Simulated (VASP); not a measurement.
A run of VASP 6.6.1:

Contents of POSCAR:

```
SiO2
1.0
   -4.4584913300      4.4584913300      4.4584913300
    4.4584913300     -4.4584913300      4.4584913300
    4.4584913300      4.4584913300     -4.4584913300
Si O
6 12
Direct
    0.5000000000      0.7500000000      0.2500000000
    0.7500000000      0.5000000000      0.2500000000
    0.2500000000      0.7500000000      0.5000000000
    0.2500000000      0.5000000000      0.7500000000
    0.5000000000      0.2500000000      0.7500000000
    0.7500000000      0.2500000000      0.5000000000
    0.6626454000      0.3683574800      0.0000000000
    0.2942879200      0.6316425200      0.6316425200
    0.6626454000      0.0000000000      0.3683574800
    0.3683574800      0.6626454000      0.0000000000
    0.0000000000      0.6626454000      0.3683574800
    0.6316425200      0.2942879200      0.6316425200
    0.6316425200      0.6316425200      0.2942879200
    0.0000000000      0.3683574800      0.6626454000
    0.3683574800      0.0000000000      0.6626454000
    0.3373546000      0.3373546000      0.7057120800
    0.7057120800      0.3373546000      0.3373546000
    0.3373546000      0.7057120800      0.3373546000
```

The input INCAR.step1:

```
SYSTEM = SiO2
ALGO = Normal
EDIFF = 1E-4
ENCUT = 520
GGA = PE
ISMEAR = -1
LASPH = .True.
LCHARG = .False.
LREAL = Auto
LWAVE = .True.
NBANDS = 63
NELM = 80
PREC = Accurate
SIGMA = 0.02
```

File INCAR.step2:

```
SYSTEM = SiO2
ALGO = Normal
EDIFF = 1E-8
ENCUT = 520
ISIF = 2
ISMEAR = -1
ISTART = 1
LASPH = .True.
LCHARG = .False.
LEFG = .True.
LMIXTAU = .True.
LREAL = Auto
LWAVE = .False.
METAGGA = R2SCAN
NBANDS = 63
NELM = 80
PREC = Accurate
SIGMA = 0.02
```

File KPOINTS:

```
k-points
0
Gamma
  4 4 4
  0 0 0
```

Potentials or basis: VASP PAW PBE potentials, release 64 (Si, O).

The run is started by

```console
$ cat potpaw_PBE.64/Si/POTCAR potpaw_PBE.64/O/POTCAR > POTCAR
$ cp INCAR.step1 INCAR
$ mpirun -np 1 vasp_std > vasp.out
$ cp INCAR.step2 INCAR
$ mpirun -np 1 vasp_std > vasp.out
```

Hardware: 1 thread of Intel Xeon 6975P-C, with other jobs on the host.

Problem. Estimate the wall time of this run.

Solution. Wall time 16 min on 1 thread of Intel Xeon 6975P-C, on a shared host, peak memory 0.59 GiB. Counts: k points 8.
